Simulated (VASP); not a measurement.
# Al2O3 (P-3m1) in VASP: a series of runs, part 2 of 2

VASP 6.6.1.

## 3. Single point, BLYP+D3(BJ)

INCAR

```
AGGAC = 1.0
AGGAX = 1.0
ALDAC = 0.0
ALDAX = 1.0
ALGO = Normal
EDIFF = 1E-7
ENCUT = 520
GGA = B5
ISIF = 2
ISMEAR = 0
IVDW = 12
LASPH = True
LCHARG = True
LELF = True
LREAL = False
LVHAR = True
LWAVE = False
NBANDS = 20
NELM = 80
PREC = Accurate
SIGMA = 0.01
VDW_A1 = 0.4298
VDW_A2 = 4.2359
VDW_S6 = 1.0
VDW_S8 = 2.6996
```

KPOINTS

```
k-points
0
Gamma
  12 12 4
```

POSCAR

```
Al2O3
1.0
    2.9968864881      0.0000000000      0.0000000000
   -1.4984432440      2.5953798309      0.0000000000
    0.0000000000      0.0000000000      7.2250325830
Al O
2 3
Direct
    0.0000000000      0.0000000000      0.2688622910
    0.0000000000      0.0000000000      0.7311377090
    0.3333333333      0.6666666667      0.1878506196
    0.6666666667      0.3333333333      0.8121493804
    0.0000000000      0.0000000000      0.5000000000
```

Potentials or basis: VASP PAW PBE potentials, release 64 (Al, O).

Started as:

```bash
$ cat potpaw_PBE.64/Al/POTCAR potpaw_PBE.64/O/POTCAR > POTCAR
$ mpirun -np 1 vasp_std > vasp.out
```

OUTCAR:

```text
EDIFF = 1E-7
   ENCUT = 520
   GGA = B5
   ISIF = 2
   ISMEAR = 0
   IVDW = 12
   LASPH = True
   LREAL = False
   NELM = 80
   PREC = Accurate
 IVDW          = 12

 ion  position               nearest neighbor table
   1  0.000  0.000  0.269-   5 1.67   3 1.83   3 1.83   3 1.83   2 3.34
   2  0.000  0.000  0.731-   5 1.67   4 1.83   4 1.83   4 1.83   1 3.34
   3  0.333  0.667  0.188-   1 1.83   1 1.83   1 1.83
   4  0.667  0.333  0.812-   2 1.83   2 1.83   2 1.83
   5  0.000  0.000  0.500-   1 1.67   2 1.67

  LATTYP: Found a hexagonal cell.
 ALAT       =     2.9968864881
 C/A-ratio  =     2.4108462605

  Lattice vectors:

 A1 = (   2.9968864881,   0.0000000000,   0.0000000000)
 A2 = (  -1.4984432440,   2.5953798309,   0.0000000000)
 A3 = (   0.0000000000,   0.0000000000,   7.2250325830)

Analysis of symmetry for initial positions (statically):
=====================================================================
 Subroutine PRICEL returns:
 Original cell was already a primitive cell.

 Routine SETGRP: Setting up the symmetry group for a
 hexagonal supercell.

 Subroutine GETGRP returns: Found 12 space group operations
 (whereof 12 operations were pure point group operations)
 out of a pool of 24 trial point group operations.

The static configuration has the point symmetry D_3d.

Analysis of symmetry for dynamics (positions and initial velocities):
=====================================================================
 Subroutine PRICEL returns:
 Original cell was already a primitive cell.

 Routine SETGRP: Setting up the symmetry group for a
 hexagonal supercell.

 Subroutine GETGRP returns: Found 12 space group operations
 (whereof 12 operations were pure point group operations)
 out of a pool of 24 trial point group operations.

The dynamic configuration has the point symmetry D_3d.

 Subroutine INISYM returns: Found 12 space group operations
 (whereof 12 operations are pure point group operations),
 and found     1 'primitive' translations

----------------------------------------------------------------------------------------

                                     Primitive cell

  volume of cell :      56.1967

  direct lattice vectors                    reciprocal lattice vectors
     2.996886488  0.000000000  0.000000000     0.333679639  0.192650029  0.000000000
    -1.498443244  2.595379831  0.000000000     0.000000000  0.385300058  0.000000000
     0.000000000  0.000000000  7.225032583     0.000000000  0.000000000  0.138407680

  length of vectors
     2.996886488  2.996886488  7.225032583     0.385300058  0.385300058  0.138407680

  position of ions in fractional coordinates (direct lattice)
     0.000000000  0.000000000  0.268862291
     0.000000000  0.000000000  0.731137709
     0.333333333  0.666666667  0.187850620
     0.666666667  0.333333333  0.812149380
     0.000000000  0.000000000  0.500000000

  ion indices of the primitive-cell ions
   primitive index   ion index
                 1           1
                 2           2
                 3           3
                 4           4
                 5           5

----------------------------------------------------------------------------------------
[... 27 lines left out ...]
  0.000000  0.000000  0.000000      1.000000
  0.083333  0.000000  0.000000      6.000000
  0.166667  0.000000  0.000000      6.000000
  0.250000  0.000000  0.000000      6.000000
  0.333333 -0.000000  0.000000      6.000000
  0.416667 -0.000000  0.000000      6.000000
[... 16 lines left out ...]
  0.166667  0.000000  0.250000      6.000000
  0.000000  0.166667  0.250000      6.000000
 [... further k-points ...]
   k-points           NKPTS =     69   k-points in BZ     NKDIM =     69   number of bands    NBANDS=     20
   number of dos      NEDOS =    301   number of ions     NIONS =      5
   total plane-waves  NPLWV =  31104
   dimension x,y,z NGX =    24 NGY =   24 NGZ =   54
   dimension x,y,z NGXF=    48 NGYF=   48 NGZF=  108
   ions per type =               2   3
   NGX,Y,Z   is equivalent  to a cutoff of  13.31, 13.31, 12.43 a.u.
   NGXF,Y,Z  is equivalent  to a cutoff of  26.63, 26.63, 24.85 a.u.
 SYSTEM =  unknown system
   PREC   = accura    normal or accurate (medium, high low for compatibility)
   ISTART =      0    job   : 0-new  1-cont  2-samecut
   ICHARG =      2    charge: 1-file 2-atom 10-const
   ISPIN  =      1    spin polarized calculation?
   LNONCOLLINEAR =      F non collinear calculations
   LSORBIT =      F    spin-orbit coupling
   LASPH  =      T    aspherical Exc in radial PAW
   ENCUT  =  520.0 eV  38.22 Ry    6.18 a.u.   5.57  5.57 13.43*2*pi/ulx,y,z
   NELM   =     80;   NELMIN=  2; NELMDL= -5     # of ELM steps
   EDIFF  = 0.1E-06   stopping-criterion for ELM
   LREAL  =      F    real-space projection
   EDIFFG = 0.1E-05   stopping-criterion for IOM
   NSW    =      0    number of steps for IOM
   IBRION =     -1    ionic relax: 0-MD 1-quasi-New 2-CG
   NFREE  =      0    steps in history (QN), initial steepest desc. (CG)
   ISIF   =      2    stress and relaxation
   ISYM   =      2    0-nonsym 1-usesym 2-fastsym
   POTIM  = 0.5000    time-step for ionic-motion
   TEBEG  =    0.0;   TEEND  =   0.0 temperature during run
   PSTRESS=    0.0 pullay stress
   NELECT =      24.0000    total number of electrons
   NUPDOWN=      -1.0000    fix difference up-down
   EMIN   =  10.00;   EMAX   =-10.00  energy-range for DOS
   EFERMI =   0.00;   METHOD = LEGACY
   ISMEAR =     0;   SIGMA  =   0.01  broadening in eV -4-tet -1-fermi 0-gaus
   EFERMI_NEDOS =   21; number of points for ismear=-14 and -15
   IALGO  =     38    algorithm
   IMIX   =      4    mixing-type and parameters
     AMIX     =   0.40;   BMIX     =  1.00
     AMIX_MAG =   1.60;   BMIX_MAG =  1.00
  volume/ion in A,a.u.               =      11.24        75.85
  Fermi-wavevector in a.u.,A,eV,Ry     =   1.232844  2.329738 20.679564  1.519905
  Thomas-Fermi vector in A             =   2.367598
   LORBIT       =      0    0 simple, 1 ext, 2 COOP (PROOUT), +10 PAW based schemes
   GGA     = B5    functional components
   LHFCALC =     F    Hartree Fock is set to
   AEXX    =    0.0000 exact exchange contribution
   IVDW    =    12    specifies the selected vdW correction
   LEPSILON=     F    determine dielectric tensor
   LRPA    =     F    only Hartree local field effects (RPA)
 non-spin polarized calculation
 Gauss-broadening in eV      SIGMA  =   0.01
  energy-cutoff  :      520.00
  volume of cell :       56.20
 maximum number of plane-waves:      1545
 NGX is ok and might be reduce to    24
   NGX = 11   NGY = 11   NGZ = 27

 number of electron      24.0000009 magnetization

 Free energy of the ion-electron system (eV)
  ---------------------------------------------------
  ext. energy  EPLUGINS =         0.00000000
  ---------------------------------------------------
  free energy    TOTEN  =       -34.73361737 eV

  energy without entropy =      -34.73361737  energy(sigma->0) =      -34.73361737

 E-fermi :   4.8875     XC(G=0):  -9.6022

 val. band max:        4.7409448742   @ k =   0.0000   0.0000   0.0000
 cond. band min:       7.3495351401   @ k =   0.0000   0.0000   0.0000
 fundamental gap:      2.6085902658
 Fermi energy:         4.8874682876

 k-point     1 :       0.0000    0.0000    0.0000
  band No.  band energies     occupation
      1     -14.9804      2.00000
      2     -14.6969      2.00000
      3     -12.1007      2.00000
      4      -1.0611      2.00000
      5       0.0061      2.00000
      6       0.9133      2.00000
[... 541 lines left out ...]
     19      17.6047      0.00000
     20      18.0529      0.00000

 [... further k-points ...]

------------------------ aborting loop because EDIFF is reached ----------------------------------------

 Edisp (eV)   -1.91556

 E8    (eV) :    -1.3159

  FORCE on cell =-STRESS in cart. coord.  units (eV):
  Direction    XX          YY          ZZ          XY          YZ          ZX
  --------------------------------------------------------------------------------------
  -------------------------------------------------------------------------------------
  Total       0.19138     0.19138     0.44204     0.00000     0.00000     0.00000
  in kB       5.45636     5.45636    12.60277     0.00000     0.00000     0.00000
  external pressure =        7.84 kB  Pullay stress =        0.00 kB

 VOLUME and BASIS-vectors are now :
 -----------------------------------------------------------------------------
  energy-cutoff  :      520.00
  volume of cell :       56.20
      direct lattice vectors                 reciprocal lattice vectors
     2.996886488  0.000000000  0.000000000     0.333679639  0.192650029  0.000000000
    -1.498443244  2.595379831  0.000000000     0.000000000  0.385300058  0.000000000
     0.000000000  0.000000000  7.225032583     0.000000000  0.000000000  0.138407680

 POSITION                                       TOTAL-FORCE (eV/Angst)
 -----------------------------------------------------------------------------------
      0.00000      0.00000      1.94254         0.000000     -0.000000     -0.113670
      0.00000      0.00000      5.28249        -0.000000      0.000000      0.113670
     -0.00000      1.73025      1.35723         0.000000     -0.000000     -0.026357
      1.49844      0.86513      5.86781        -0.000000      0.000000      0.026357
      0.00000      0.00000      3.61252         0.000000      0.000000      0.000000
 -----------------------------------------------------------------------------------
    total drift:                               -0.000000      0.000000     -0.000000

  FREE ENERGIE OF THE ION-ELECTRON SYSTEM (eV)
  ---------------------------------------------------
  free  energy   TOTEN  =       -36.6491770217 eV

  energy  without entropy=      -36.6491770217  energy(sigma->0) =      -36.64917702
```

It took 77 s on 1 thread of Intel Xeon 6975P-C, shared host; peak memory 0.22 GiB.

What came out:

```
Free energy                : -36.6492 eV
Pressure                   : 0.8 GPa
Largest force              : 0.114 eV/Å
Band gap on the k mesh     : 2.61 eV, direct
Dispersion energy per atom : -0.383 eV
```

Forces on the atoms (eV/Å):
```
Al   0.000  0.000 -0.114
Al   0.000  0.000  0.114
O    0.000  0.000 -0.026
O    0.000  0.000  0.026
O    0.000  0.000  0.000
```

Stress tensor (GPa, compression positive):
```
0.55 0.00 0.00
0.00 0.55 0.00
0.00 0.00 1.26
```

Levels at points of the mesh, in eV from the valence-band top:
| k point | band 10 | band 11 | band 12 | band 13 | band 14 | band 15 |
| --- | --- | --- | --- | --- | --- | --- |
| (0.00, 0.00, 0.00) | -2.23 | 0.00 | 0.00 | 2.61 | 4.74 | 7.82 |
| (0.50, 0.00, 0.00) | -3.11 | -1.81 | -0.49 | 4.77 | 6.57 | 8.40 |
| (0.00, 0.00, 0.50) | -3.28 | 0.00 | 0.00 | 3.55 | 3.82 | 8.50 |
| (0.50, 0.00, 0.50) | -3.42 | -1.71 | -0.49 | 5.41 | 5.70 | 8.44 |

Caveat: the PAW data sets were made with another functional, which shifts forces and pressure a little.

## 4. Single point, PBEsol

This run uses another cell than the first one, of 12.33 Å³/atom, 1.099 times its volume.

INCAR

```
PREC     = Accurate       # precision mode
ENCUT    = 520            # plane-wave cutoff, eV
EDIFF    = 1E-6           # SCF threshold, eV
ISMEAR   = 0              # smearing method
SIGMA    = 0.01           # smearing width, eV
LREAL    = False          # projectors in reciprocal space
LASPH    = True           # aspherical terms in the spheres
NELM     = 60             # most SCF steps
ALGO     = Normal         # electronic algorithm
ISIF     = 2              # what is computed and relaxed
LWAVE    = False          # write WAVECAR
LCHARG   = True           # write CHGCAR
GGA      = PS             # functional
LELF     = True           # ELF
LVHAR    = True         
NBANDS   = 20             # bands
```

KPOINTS

```
regular mesh
0
Gamma
  12 12 4
```

POSCAR

```
Al2O3
1.0
    2.9885024235      0.0000000000      0.0000000000
   -1.4942512117      2.5881190180      0.0000000000
    0.0000000000      0.0000000000      7.9724385440
Al O
2 3
Direct
    0.0000000000      0.0000000000      0.2903776048
    0.0000000000      0.0000000000      0.7096223952
    0.3333333333      0.6666666667      0.2158411135
    0.6666666667      0.3333333333      0.7841588865
    0.0000000000      0.0000000000      0.5000000000
```

Potentials or basis: VASP PAW PBE potentials, release 64 (Al, O).

Started as:

```bash
$ cat potpaw_PBE.64/Al/POTCAR potpaw_PBE.64/O/POTCAR > POTCAR
$ mpirun -np 1 vasp_std > vasp.out
```

OUTCAR:

```text
PREC = Accurate
   ENCUT = 520
   EDIFF = 1E-6
   ISMEAR = 0
   LREAL = False
   LASPH = True
   NELM = 60
   ISIF = 2
   GGA = PS

 ion  position               nearest neighbor table
   1  0.000  0.000  0.290-   5 1.67   3 1.82   3 1.82   3 1.82   2 3.34
   2  0.000  0.000  0.710-   5 1.67   4 1.82   4 1.82   4 1.82   1 3.34
   3  0.333  0.667  0.216-   1 1.82   1 1.82   1 1.82
   4  0.667  0.333  0.784-   2 1.82   2 1.82   2 1.82
   5  0.000  0.000  0.500-   1 1.67   2 1.67

  LATTYP: Found a hexagonal cell.
 ALAT       =     2.9885024235
 C/A-ratio  =     2.6677035566

  Lattice vectors:

 A1 = (   2.9885024235,   0.0000000000,   0.0000000000)
 A2 = (  -1.4942512117,   2.5881190180,   0.0000000000)
 A3 = (   0.0000000000,   0.0000000000,   7.9724385440)

Analysis of symmetry for initial positions (statically):
=====================================================================
 Subroutine PRICEL returns:
 Original cell was already a primitive cell.

 Routine SETGRP: Setting up the symmetry group for a
 hexagonal supercell.

 Subroutine GETGRP returns: Found 12 space group operations
 (whereof 12 operations were pure point group operations)
 out of a pool of 24 trial point group operations.
[... 166 lines left out ...]
  free energy    TOTEN  =       -37.74794513 eV

  energy without entropy =      -37.74794513  energy(sigma->0) =      -37.74794513

 E-fermi :   3.5519     XC(G=0):  -9.6366

 val. band max:        3.4373538018   @ k =   0.0000   0.0000   0.0000
 cond. band min:       5.8323227975   @ k =   0.0000   0.0000   0.0000
 fundamental gap:      2.3949689956
 Fermi energy:         3.5519029607

 k-point     1 :       0.0000    0.0000    0.0000
  band No.  band energies     occupation
      1     -16.2330      2.00000
      2     -16.0852      2.00000
      3     -13.4350      2.00000
      4      -2.5898      2.00000
      5      -1.0064      2.00000
      6      -0.3352      2.00000
[... 541 lines left out ...]
     19      15.8449      0.00000
     20      16.2030      0.00000

 [... further k-points ...]
[... 5 lines left out ...]
  --------------------------------------------------------------------------------------
  -------------------------------------------------------------------------------------
  Total        0.0390956      0.0390956      0.2540673      0.0000000      0.0000000     -0.0000000
  in kB        1.0158020      1.0158020      6.6013133      0.0000000      0.0000000     -0.0000000
  external PRESSURE =       2.8776391 kB  Pullay stress =       0.0000000 kB

 VOLUME and BASIS-vectors are now :
 -----------------------------------------------------------------------------
  energy-cutoff  :      520.00
  volume of cell :       61.66
      direct lattice vectors                 reciprocal lattice vectors
     2.988502423  0.000000000  0.000000000     0.334615757  0.193190497  0.000000000
    -1.494251212  2.588119018  0.000000000     0.000000000  0.386380994  0.000000000
     0.000000000  0.000000000  7.972438544     0.000000000  0.000000000  0.125432137

 POSITION                                       TOTAL-FORCE (eV/Angst)
 -----------------------------------------------------------------------------------
      0.00000      0.00000      2.31502         0.000000      0.000000     -0.090762
      0.00000      0.00000      5.65742        -0.000000     -0.000000      0.090762
     -0.00000      1.72541      1.72078        -0.000000      0.000000     -0.001358
      1.49425      0.86271      6.25166         0.000000      0.000000      0.001358
      0.00000      0.00000      3.98622        -0.000000      0.000000      0.000000
 -----------------------------------------------------------------------------------
    total drift:                                0.000000      0.000000     -0.000000

  FREE ENERGIE OF THE ION-ELECTRON SYSTEM (eV)
  ---------------------------------------------------
  free  energy   TOTEN  =       -37.7479451263 eV

  energy  without entropy=      -37.7479451263  energy(sigma->0) =      -37.74794513
```

OSZICAR:

```text
N       E                     dE             d eps       ncg     rms          rms(c)
DAV:   1     0.106393789999E+03    0.10639E+03   -0.12473E+04  2776   0.109E+03
DAV:   2    -0.355611040966E+02   -0.14195E+03   -0.13694E+03  3444   0.239E+02
DAV:   3    -0.428937610530E+02   -0.73327E+01   -0.73083E+01  3532   0.574E+01
DAV:   4    -0.429537298379E+02   -0.59969E-01   -0.59952E-01  3484   0.580E+00
DAV:   5    -0.429544936994E+02   -0.76386E-03   -0.76385E-03  3472   0.631E-01    0.132E+01
DAV:   6    -0.379477739812E+02    0.50067E+01   -0.16381E+01  3124   0.275E+01    0.520E+00
DAV:   7    -0.378370019730E+02    0.11077E+00   -0.52130E-01  3392   0.517E+00    0.270E+00
DAV:   8    -0.377576110239E+02    0.79391E-01   -0.95069E-02  3564   0.272E+00    0.865E-01
DAV:   9    -0.377456679218E+02    0.11943E-01   -0.41592E-02  3736   0.180E+00    0.247E-01
DAV:  10    -0.377472516611E+02   -0.15837E-02   -0.63109E-03  3208   0.569E-01    0.171E-01
DAV:  11    -0.377479449558E+02   -0.69329E-03   -0.19145E-03  3068   0.267E-01    0.489E-02
DAV:  12    -0.377479277054E+02    0.17250E-04   -0.14362E-04  3612   0.101E-01    0.232E-02
DAV:  13    -0.377479435829E+02   -0.15878E-04   -0.52388E-05  3132   0.542E-02    0.917E-03
DAV:  14    -0.377479449667E+02   -0.13838E-05   -0.35543E-06  3492   0.139E-02    0.265E-03
DAV:  15    -0.377479451263E+02   -0.15961E-06   -0.38234E-07  2652   0.422E-03
   1 F= -.37747945E+02 E0= -.37747945E+02  d E =-.704448E-61
```

Run time: 64 s. Hardware: 1 thread of Intel Xeon 6975P-C, shared host; peak memory 0.21 GiB.

Results:

```
Free energy            : -37.7479 eV
Pressure               : 0.3 GPa
Largest force          : 0.091 eV/Å
Band gap on the k mesh : 2.39 eV, direct
```

Forces in eV/Å, atoms in the order of the input:
```
Al   0.000  0.000 -0.091
Al   0.000  0.000  0.091
O    0.000  0.000 -0.001
O    0.000  0.000  0.001
O    0.000  0.000  0.000
```

Stress tensor (GPa, compression positive):
```
0.10 0.00 0.00
0.00 0.10 0.00
0.00 0.00 0.66
```

Caveat: the PAW data sets were made with another functional, which shifts forces and pressure a little.

## 5. Overview

```csv
level,cell,gap on the mesh (eV),pressure (GPa),largest force (eV/Å)
PBEsol+D3(BJ),"a = 2.975, b = 2.975, c = 7.315 Å, angles 90.0, 90.0, 120.0°, 5 atoms",2.41,0.3,0.09
BLYP+D3(BJ),"a = 2.997, b = 2.997, c = 7.225 Å, angles 90.0, 90.0, 120.0°, 5 atoms",2.61,0.8,0.11
PBEsol,"a = 2.989, b = 2.989, c = 7.972 Å, angles 90.0, 90.0, 120.0°, 5 atoms",2.39,0.3,0.09
```

Alike in all rows: task single point; potentials or basis VASP PAW PBE potentials, release 64 (Al, O); no spin polarisation; k mesh 12 × 12 × 4; cutoff (eV) 520; smearing gaussian 0.01 eV.

Caveats: the PAW data sets were made with another functional, which shifts forces and pressure a little.

Total energies depend on the potentials used, so only differences within one code and one set of settings carry meaning.
